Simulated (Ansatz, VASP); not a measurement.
# Two plane-wave programs on CuO

INCAR

```
PREC = Accurate
ENCUT = 520
EDIFF = 1E-7
ISMEAR = 0
SIGMA = 0.1
LREAL = F
LASPH = T
NELM = 80
ALGO = Normal
ISIF = 2
LWAVE = F
LCHARG = T
GGA = PS
LELF = T
LVHAR = T
NBANDS = 25
```

File KPOINTS:

```
regular mesh
0
Gamma
  7 7 4
```

The input POSCAR:

```
CuO
1.0
    2.8795009639      0.0000000000      0.0000000000
    0.0390727580      2.8792794796      0.0000000000
    0.0174953863      0.0172449008      5.1763391994
Cu O
2 2
Direct
    0.5000000000      0.0000000000      0.5000000000
    0.0000000000      0.5000000000      0.0000000000
    0.0015760300      0.9983282200      0.2501129000
    0.9984239700      0.0016717800      0.7498871000
```

Input for Ansatz:

```yaml
crystal:
  lattice:
    - [2.8795009639, 0.0, 0.0]
    - [0.039072758, 2.8792794796, 0.0]
    - [0.0174953863, 0.0172449008, 5.1763391994]
  atoms:
    - { symbol: Cu, position: [0.5, 0.0, 0.5] }
    - { symbol: Cu, position: [0.0, 0.5, 0.0] }
    - { symbol: O, position: [0.00157603, 0.99832822, 0.2501129] }
    - { symbol: O, position: [0.99842397, 0.00167178, 0.7498871] }
basis:
  ecutwfc: 420
kpoints:
  mp_grid: { grid: [7, 7, 4] }
hamiltonian:
  xc: pbesol
scf:
  occupations: { method: gaussian, width: 0.1 }
output:
  forces: true
  stress: true
  eigenvalues: true
```

Alike in both runs: task single point; functional PBEsol; k mesh 7 × 7 × 4; occupations gaussian, width 0.1 eV; no spin polarisation.

|  | VASP | Ansatz |
| --- | --- | --- |
| version | VASP 6.6.1 | Ansatz 0.2.0 |
| potentials or method | VASP PAW PBE potentials, release 64 (Cu, O), cutoff 520 eV | scalar-relativistic, plane waves, PAW |
| valence electrons in the cell | 34 | 50 |

|  | VASP | Ansatz | Ansatz less VASP |
| --- | --- | --- | --- |
| gap on the k mesh at the Fermi level (eV) | none | none | - |
| pressure (GPa) | -1.3 | -2.0 | -0.72 |
| traceless stress, the component that is largest in VASP (GPa) | -2.26 | -2.57 | -0.311 |
| rms of the force components (eV/Å) | 0.005 | 0.006 | +0.0002 |

VASP's potentials were made for PBE, not for PBEsol. Atom by atom the forces differ by 0.000 eV/Å (rms over components). A gap of «none» marks a metal or a gap that the smearing closes. With one functional, cell and mesh, what is left measures potentials, basis and numerics. VASP's potentials hold 34 valence electrons a cell and Ansatz's 50, so a difference there can come from the potentials and not from the codes.
